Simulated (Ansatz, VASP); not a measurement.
**Sc: VASP beside Ansatz**

```
Sc
1.0
     0.00000    2.31045    2.31045
     2.31045    0.00000    2.31045
     2.31045    2.31045    0.00000
Sc
1
Cartesian
  0.0000 0.0000 0.0000
```

Alike in both runs: task single point; functional PBE; k mesh 8 × 8 × 8; occupations gaussian, width 0.05 eV; no spin polarisation.

```csv
,VASP,Ansatz
version,VASP 6.6.1,Ansatz 0.2.0
potentials or method,"VASP PAW PBE potentials, release 64 (Sc_sv), cutoff 500 eV","scalar-relativistic, plane waves, PAW"
valence electrons in the cell,11,11
```

|  | VASP | Ansatz | Ansatz less VASP |
| --- | --- | --- | --- |
| gap on the k mesh at the Fermi level (eV) | none | none | - |
| pressure (GPa) | 0.0 | 0.0 | 0.00 |

A gap of «none» marks a metal or a gap that the smearing closes. With one functional, cell and mesh, what is left measures potentials, basis and numerics.
